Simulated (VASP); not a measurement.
Sb: single point with LDA

Sb:

```xyz
1
Lattice="0.0000 2.3712 2.3712 2.3712 0.0000 2.3712 2.3712 2.3712 0.0000" Properties=species:S:1:pos:R:3 pbc="T T T"
Sb    0.0000    0.0000    0.0000
```

```yaml
Program: VASP 6.6.1
Task: single point
Functional: LDA
Potentials_or_basis: VASP PAW LDA potentials, release 64 (Sb)
Cutoff: 520 eV
k_mesh: 10 × 10 × 10
Occupations: fermi-dirac, width 0.05 eV
Spin: no spin polarisation
```

```
Pressure : -2.2 GPa
```

Levels at points of the mesh, in eV from the Fermi level:
| k point | band 1 | band 2 | band 3 | band 4 | band 5 | band 6 | band 7 |
| --- | --- | --- | --- | --- | --- | --- | --- |
| (0.00, 0.00, 0.00) | -12.98 | 5.33 | 5.33 | 5.33 | 9.83 | 9.83 | 9.83 |
| (0.50, 0.00, 0.00) | -9.21 | -5.82 | 3.64 | 3.64 | 8.21 | 9.03 | 9.03 |
| (0.50, 0.50, 0.00) | -7.58 | -4.92 | 0.39 | 0.39 | 4.22 | 4.68 | 16.44 |

Wall time 19 s on 1 thread of AMD EPYC 7R13, on a shared host, peak memory 0.11 GiB.

Caveat: spin-orbit coupling is left out, which moves the levels of the heavy elements.
